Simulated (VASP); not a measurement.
# Cs (Im-3m) in VASP: a series of runs, part 2 of 2

VASP 6.6.1. Earlier steps stand in the parts before.

### 3 Single point, PBEsol (volume scaled by 0.85)

INCAR reads:

```
SYSTEM = Cs
PREC = Accurate ; ENCUT = 520
EDIFF = 1E-6 ; ISMEAR = -1
SIGMA = 0.05 ; LREAL = .False.
LASPH = .True. ; NELM = 80
ALGO = Normal ; ISIF = 2
LWAVE = .False. ; LCHARG = .False.
GGA = PS ; NBANDS = 10
```

KPOINTS reads:

```
Automatic mesh
0
Gamma
  9 9 9
  0 0 0
```

POSCAR reads:

```
Cs
1.0
   -2.8631159090      2.8631159090      2.8631159090
    2.8631159090     -2.8631159090      2.8631159090
    2.8631159090      2.8631159090     -2.8631159090
Cs
1
Direct
    0.0000000000      0.0000000000      0.0000000000
```

Potentials or basis: VASP PAW PBE potentials, release 64 (Cs_sv).

Run with:

```sh
> cat potpaw_PBE.64/Cs_sv/POTCAR > POTCAR
> mpirun -np 1 vasp_std > vasp.out
```

OUTCAR:

```text
SYSTEM = Cs
   PREC = Accurate
   ENCUT = 520
   EDIFF = 1E-6
   ISMEAR = -1
   LREAL = .False.
   LASPH = .True.
   NELM = 80
   ISIF = 2
   GGA = PS

 ion  position               nearest neighbor table
   1  0.000  0.000  0.000-

  LATTYP: Found a body centered cubic cell.
 ALAT       =     5.7262318180

  Lattice vectors:

 A1 = (  -2.8631159090,   2.8631159090,   2.8631159090)
 A2 = (   2.8631159090,  -2.8631159090,   2.8631159090)
 A3 = (   2.8631159090,   2.8631159090,  -2.8631159090)

Analysis of symmetry for initial positions (statically):
=====================================================================
 Subroutine PRICEL returns:
 Original cell was already a primitive cell.

 Routine SETGRP: Setting up the symmetry group for a
 body centered cubic supercell.

 Subroutine GETGRP returns: Found 48 space group operations
 (whereof 48 operations were pure point group operations)
 out of a pool of 48 trial point group operations.

The static configuration has the point symmetry O_h .

Analysis of symmetry for dynamics (positions and initial velocities):
=====================================================================
[... 157 lines left out ...]

 val. band max:        0.7788591924   @ k =  -0.3333   0.3333   0.2222
 cond. band min:       0.9273867590   @ k =  -0.4444   0.4444   0.1111
 fundamental gap:      0.1485275666
 Fermi energy:         0.9121164923

 k-point     1 :       0.0000    0.0000    0.0000
  band No.  band energies     occupation
      1     -22.8265      2.00000
      2      -9.4995      2.00000
      3      -9.4995      2.00000
      4      -9.4995      2.00000
      5      -0.9754      2.00000
      6       3.5307      0.00000
      7       3.5307      0.00000
      8       3.5307      0.00000
      9       4.5683      0.00000
     10       4.5683      0.00000
[... 287 lines left out ...]
 k-point    24 :      -0.4444   -0.4444    0.1111
  band No.  band energies     occupation
      1     -22.8060      2.00000
      2      -9.7425      2.00000
      3      -9.6273      2.00000
      4      -9.5425      2.00000
      5       1.2760      0.00138
      6       1.8663      0.00000
      7       2.5723      0.00000
      8       3.7596      0.00000
      9       4.9543      0.00000
     10       6.0170      0.00000

 [... further k-points ...]
[... 5 lines left out ...]
  --------------------------------------------------------------------------------------
  -------------------------------------------------------------------------------------
  Total        0.2187080      0.2187080      0.2187080     -0.0000000     -0.0000000     -0.0000000
  in kB        3.7324888      3.7324888      3.7324888     -0.0000000     -0.0000000     -0.0000000
  external PRESSURE =       3.7324888 kB  Pullay stress =       0.0000000 kB

 VOLUME and BASIS-vectors are now :
 -----------------------------------------------------------------------------
  energy-cutoff  :      520.00
  volume of cell :       93.88
      direct lattice vectors                 reciprocal lattice vectors
    -2.863115909  2.863115909  2.863115909     0.000000000  0.174634914  0.174634914
     2.863115909 -2.863115909  2.863115909     0.174634914  0.000000000  0.174634914
     2.863115909  2.863115909 -2.863115909     0.174634914  0.174634914  0.000000000

 POSITION                                       TOTAL-FORCE (eV/Angst)
 -----------------------------------------------------------------------------------
      0.00000      0.00000      0.00000        -0.000000      0.000000     -0.000000
 -----------------------------------------------------------------------------------
    total drift:                               -0.000000      0.000000      0.000000

  FREE ENERGIE OF THE ION-ELECTRON SYSTEM (eV)
  ---------------------------------------------------
  free  energy   TOTEN  =        -0.9331840012 eV

  energy  without entropy=       -0.9226349503  energy(sigma->0) =       -0.92790948
```

OSZICAR:

```text
N       E                     dE             d eps       ncg     rms          rms(c)
DAV:   1     0.492629716004E+02    0.49263E+02   -0.30448E+03   700   0.641E+02
DAV:   2     0.407168100255E+01   -0.45191E+02   -0.44167E+02   862   0.110E+02
DAV:   3    -0.868761251091E+00   -0.49404E+01   -0.49351E+01   806   0.408E+01
DAV:   4    -0.934539673478E+00   -0.65778E-01   -0.65770E-01   876   0.561E+00
DAV:   5    -0.934821878967E+00   -0.28221E-03   -0.28219E-03   926   0.325E-01    0.155E-01
DAV:   6    -0.933468770260E+00    0.13531E-02   -0.19936E-03   880   0.211E-01    0.985E-02
DAV:   7    -0.933108095389E+00    0.36067E-03   -0.34519E-03   844   0.290E-01    0.416E-02
DAV:   8    -0.933182751965E+00   -0.74657E-04   -0.10064E-04   768   0.765E-02    0.535E-03
DAV:   9    -0.933184493357E+00   -0.17414E-05   -0.21542E-06  1046   0.879E-03    0.295E-03
DAV:  10    -0.933184001201E+00    0.49216E-06   -0.57346E-07   414   0.435E-03
   1 F= -.93318400E+00 E0= -.92790948E+00  d E =-.105491E-01
```

stdout:

```text
POSCAR found type information on POSCAR Cs
 POSCAR found :  1 types and       1 ions
 scaLAPACK will be used
 -----------------------------------------------------------------------------
|                                                                             |
|                                                                             |
|     You enforced a specific xc type in the INCAR file but a different       |
|     I HOPE YOU KNOW WHAT YOU ARE DOING!                                     |
|                                                                             |
 -----------------------------------------------------------------------------

 LDA part: xc-table for (Slater+PW92), standard interpolation
 POSCAR, INCAR and KPOINTS ok, starting setup
 FFT: planning ... GRIDC
 FFT: planning ... GRID_SOFT
 FFT: planning ... GRID
 WAVECAR not read
 entering main loop
```

It took 16 s on 1 thread of AMD EPYC 9R45 (Zen 5), shared host; peak memory 0.2 GiB.

What came out:

```
Free energy : -0.9332 eV
Pressure    : 0.4 GPa
```

Caveat: the PAW data sets were made with another functional, which shifts forces and pressure a little; spin-orbit coupling is left out, which moves the levels of the heavy elements.

### 4 Single point, PBEsol (volume scaled by 0.95)

INCAR reads:

```
SYSTEM = Cs
  PREC = Accurate
  ENCUT = 520
  EDIFF = 1E-6
  ISMEAR = -1
  SIGMA = 0.05
  LREAL = .False.
  LASPH = .True.
  NELM = 60
  ALGO = Normal
  ISIF = 2
  LWAVE = .False.
  LCHARG = .False.
  GGA = PS
  NBANDS = 10
```

KPOINTS is that of step 3.

POSCAR reads:

```
Cs
1.0
   -2.9712588617      2.9712588617      2.9712588617
    2.9712588617     -2.9712588617      2.9712588617
    2.9712588617      2.9712588617     -2.9712588617
Cs
1
Direct
    0.0000000000      0.0000000000      0.0000000000
```

Run with:

```sh
> cat potpaw_PBE.64/Cs_sv/POTCAR > POTCAR
> mpirun -np 1 vasp_std > vasp.out
```

Wall time 15 s (1 thread of AMD EPYC 9R45 (Zen 5), shared host); peak memory 0.2 GiB.

Results (log left out):

```yaml
Free_energy: -0.9482 eV
Pressure: 0.1 GPa
```

Levels at points of the mesh, in eV from the Fermi level:
```tsv
k point	band 1	band 2	band 3	band 4	band 5	band 6	band 7	band 8
(0.00, 0.00, 0.00)	-23.79	-10.50	-10.50	-10.50	-1.78	2.55	2.55	2.55
```

Caveat: the PAW data sets were made with another functional, which shifts forces and pressure a little; spin-orbit coupling is left out, which moves the levels of the heavy elements.
